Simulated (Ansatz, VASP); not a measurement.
BeS in VASP and in Ansatz

POSCAR

```
BeS
1.0
    0.0000000000      2.4099631680      2.4530041424
    2.4099631680      0.0000000000      2.4530041424
    2.4099631680      2.4099631680      0.0000000000
Be S
1 1
Direct
    0.0000000000      0.0000000000      0.0000000000
    0.2500000000      0.2500000000      0.2500000000
```

INCAR.step1

```
SYSTEM = BeS
ALGO = Normal
EDIFF = 1E-5
ENCUT = 520
GGA = PE
ISIF = 2
ISMEAR = 0
LASPH = .True.
LCHARG = .False.
LREAL = .False.
LWAVE = .True.
NBANDS = 11
NELM = 60
PREC = Accurate
SIGMA = 0.01
```

The input INCAR.step2:

```
SYSTEM = BeS
ALGO = Normal
EDIFF = 1E-7
ENCUT = 520
GGA = PE
HFSCREEN = 0.2079
ISIF = 2
ISMEAR = 0
ISTART = 1
LASPH = .True.
LCHARG = .False.
LHFCALC = .True.
LREAL = .False.
LWAVE = .False.
NBANDS = 11
NELM = 60
PREC = Accurate
PRECFOCK = Normal
SIGMA = 0.01
```

KPOINTS

```
k-points
0
Gamma
  6 6 6
  0 0 0
```

Input for Ansatz:

```yaml
crystal:
  lattice:
    - [0.0, 2.409963168, 2.4530041424]
    - [2.409963168, 0.0, 2.4530041424]
    - [2.409963168, 2.409963168, 0.0]
  atoms:
    - { symbol: Be, position: [0.0, 0.0, 0.0] }
    - { symbol: S, position: [0.25, 0.25, 0.25] }
kpoints:
  mp_grid: { grid: [6, 6, 6] }
  band_path:
    path:
      - [0.0, 0.0, 0.0]
      - [-0.5, -0.5, 0.0]
      - [-0.375, -0.375, 0.25]
      - [-0.375, 0.0, 0.375]
      - [0.0, 0.0, 0.5]
      - [-0.5, -0.25, 0.25]
      - [-0.0375, 0.0, 0.0375]
      - [0.0, 0.5, 0.5]
    npoints: 1
hamiltonian:
  xc: hse06
scf:
  occupations: { method: fixed }
  n_extra_bands: 4
output:
  forces: true
  stress: true
  eigenvalues: true
```

Change from the starting cell: epitaxial_xy strain -1.0%.

Alike in both runs: task single point; functional HSE06; k mesh 6 × 6 × 6; no spin polarisation.

|  | VASP | Ansatz |
| --- | --- | --- |
| version | VASP 6.6.1 | Ansatz 0.2.0 |
| potentials or method | VASP PAW PBE potentials, release 64 (Be, S) | plane waves, PAW |
| plane-wave cutoff (eV) | 520 | 420 |
| occupations | gaussian, width 0.01 eV | fixed |
| valence electrons in the cell | 8 | 8 |

```csv
,VASP,Ansatz,Ansatz less VASP
gap on the k mesh at the Fermi level (eV),3.97,3.98,+0.009
pressure (GPa),0.2,0.3,+0.14
"traceless stress, the component that is largest in VASP (GPa)",-1.26,-1.26,-0.001
```

Ansatz's warnings: stress exchange threshold loose, stress scf threshold loose.
